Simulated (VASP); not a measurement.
**Pb: single point with PBEsol**

The system is Pb.

```xyz
2
Lattice="3.4762 0.0000 0.0000 -1.7381 3.0105 0.0000 0.0000 0.0000 5.7014" Properties=species:S:1:pos:R:3 pbc="T T T"
Pb    0.0000    2.0070    1.4253
Pb    1.7381    1.0035    4.2760
```

This isn't the form of Pb at room conditions, which is fcc.

* Program: VASP 6.6.1
* Task: single point
* Functional: PBEsol
* Potentials or basis: VASP PAW PBE potentials, release 64 (Pb_d)
* Cutoff: 520 eV
* k mesh: 10 × 10 × 6
* Occupations: fermi-dirac, width 0.1 eV
* Spin: no spin polarisation

```json
{
 "Pressure": "-0.1 GPa",
 "Band gap on the k mesh": "zero (bands 14 and 15 overlap by 7.32 eV)"
}
```

Levels at points of the mesh, in eV from the Fermi level:
```csv
k point,band 10,band 11,band 12,band 13,band 14,band 15,band 16,band 17,band 18,band 19
"(0.00, 0.00, 0.00)",-16.70,-11.85,-8.16,-4.28,5.73,5.73,7.53,7.53,7.62,8.92
"(0.50, 0.00, 0.00)",-16.66,-8.31,-7.11,-2.96,-1.53,-0.50,1.75,2.12,5.69,6.26
"(0.00, 0.00, 0.50)",-16.77,-10.64,-10.64,0.74,0.74,6.58,6.58,6.58,6.58,9.35
"(0.50, 0.00, 0.50)",-16.67,-7.51,-7.51,-3.74,-3.74,3.50,3.50,3.57,3.57,6.94
```

Wall time 26 s on 1 thread of Intel(R) Xeon(R) 6975P-C (Granite Rapids) (shared host), peak memory 0.2 GiB.

Caveat: the PAW data sets were made with another functional, which shifts forces and pressure a little; spin-orbit coupling is left out, which moves the levels of the heavy elements.
